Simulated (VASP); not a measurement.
Si2W, 3 atoms in the cell. The structure is tetragonal, space group I4/mmm (No. 139). Conventional cell: a = 3.161 Å, b = 3.161 Å, c = 7.719 Å, α = 90.00°, β = 90.00°, γ = 90.00°. Si (site symmetry 4mm) has 9 Si at 2.56 to 3.16 Å and 5 W at 2.58 Å within 3.4 Å. Within 3.4 Å of W (site symmetry 4/mmm) lie 10 Si at 2.58 Å and 4 W at 3.16 Å.  This cell differs from its parent crystal: volume scaled by 0.94.

| Property | Result |
| --- | --- |
| Program | VASP 6.6.1 |
| Task | relaxation of shape and atoms at fixed volume |
| Functional | PBE |
| Potentials or basis | VASP PAW PBE potentials, release 64 (Si, W_sv) |
| Cutoff | 600 eV |
| k mesh | 18 × 18 × 18 |
| Occupations | gaussian, width 0.1 eV |
| Spin | no spin polarisation |
| Dipole correction | no |
| Further INCAR settings | ALGO = Normal; EDIFF = 1e-06; IBRION = 2; EDIFFG = -0.01; NSW = 50; ISIF = 4 |

Potentials or basis: VASP PAW PBE potentials, release 64 (Si, W_sv).

The run is started by

```console
$ cat potpaw_PBE.64/Si/POTCAR potpaw_PBE.64/W_sv/POTCAR > POTCAR
$ mpirun -np 1 vasp_std > vasp.out
```

Hardware: 1 thread of Oxide Virtual Turin-like Processor (shared host).

Q: How long does it take, and how much memory?

A: Wall time 19 min on 1 thread of Oxide Virtual Turin-like Processor, with other jobs on the host, peak memory 0.45 GiB. Counts: scf iterations 25, k points 480, ion steps 4.
